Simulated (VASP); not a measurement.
Input of a VASP 6.6.1 run:

Contents of INCAR:

```
AGGAC = 1.0 ; AGGAX = 1.0
ALDAC = 0.0 ; ALDAX = 1.0
ALGO = Normal ; EDIFF = 1E-6
ENCUT = 520 ; GGA = B5
ISIF = 2 ; ISMEAR = -1
LASPH = T ; LCHARG = F
LREAL = F ; LWAVE = F
NBANDS = 51 ; NELM = 60
PREC = Accurate ; SIGMA = 0.05
```

Contents of KPOINTS:

```
k-points
0
Gamma
  7 5 5
```

File POSCAR:

```
BaTiO3
1.0
   -2.9062137587     -1.6777472248     -2.4023606742
    2.9034533710     -5.0308519431      0.0016844383
   -2.9030402262     -1.6783063751      4.8012434422
Ba Ti O
2 2 6
Direct
   -0.0083666603      1.0000929290      1.0081950841
    0.9916134518      0.5000873809      0.5081852228
    0.4764259804      1.0001204877      0.5233055552
    0.4764398824      0.5001343878      0.0233010789
    0.5128428825      0.2427387772      0.7299470650
    0.5128410035      0.7427445311      0.2299487040
    0.5129491881      0.7570500929      0.7300157378
    0.5129504897      0.2570630129      0.2300115071
    1.0274432474     -0.0000149399      0.4872508978
    0.0274605345      0.4999833403     -0.0127608528
```

Potentials or basis: VASP PAW PBE potentials, release 64 (Ba_sv, Ti_sv, O).

Run with:

```bash
$ cat potpaw_PBE.64/Ba_sv/POTCAR potpaw_PBE.64/Ti_sv/POTCAR potpaw_PBE.64/O/POTCAR > POTCAR
$ mpirun -np 1 vasp_std > vasp.out
```

Task: What does it give for the band gap on the k mesh?

Result: 2.76 eV.

Task: Estimate the largest force.

Result: 0.170 eV/Å.

Forces on the atoms (eV/Å):
```
Ba   0.000  0.000 -0.050
Ba  -0.001  0.000 -0.049
Ti  -0.001  0.000 -0.170
Ti  -0.001  0.001 -0.170
O    0.000 -0.081  0.073
O    0.000 -0.082  0.074
O   -0.070  0.040  0.073
O   -0.070  0.040  0.073
O    0.071  0.041  0.073
O    0.071  0.041  0.074
```

Caveat: the PAW data sets were made with another functional, which shifts forces and pressure a little; spin-orbit coupling is left out, which moves the levels of the heavy elements. A k mesh can miss the band edges.
